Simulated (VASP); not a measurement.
**Al: density of states with LDA**

Al:

```
CELL_PARAMETERS angstrom
2.81535 0.00000 0.00000
-1.40767 2.43816 0.00000
0.00000 0.00000 4.64721
ATOMIC_POSITIONS crystal
Al 0.33333 0.66667 0.25000
Al 0.66667 0.33333 0.75000
```

```json
{
 "Program": "VASP 6.6.1",
 "Task": "density of states",
 "Functional": "LDA",
 "Potentials or basis": "VASP PAW LDA potentials, release 64 (Al)",
 "Cutoff": "520 eV",
 "k mesh": "15 × 15 × 8",
 "Occupations": "fermi-dirac, width 0.08 eV",
 "Spin": "no spin polarisation",
 "Dipole correction": "no",
 "k mesh for the DOS": "23 × 23 × 12",
 "Occupations for the DOS": "tetrahedron",
 "Further INCAR settings": "ALGO = Normal; EDIFF = 1e-06"
}
```

```yaml
Valence_electrons_inside_the_program's_atomic_spheres: Al 0.80
```

Levels at points of the mesh, in eV from the Fermi level:
```tsv
k point	band 1	band 2	band 3	band 4	band 5	band 6	band 7
(0.00, 0.00, 0.00)	-11.35	-4.75	-4.59	10.90	10.90	11.25	11.25
(0.00, 0.00, 0.50)	-9.65	-9.65	3.28	3.28	12.09	12.09	12.09
```

It took 22 s on 1 thread of Intel(R) Xeon(R) 6975P-C (Granite Rapids), on a shared host, peak memory 0.19 GiB.
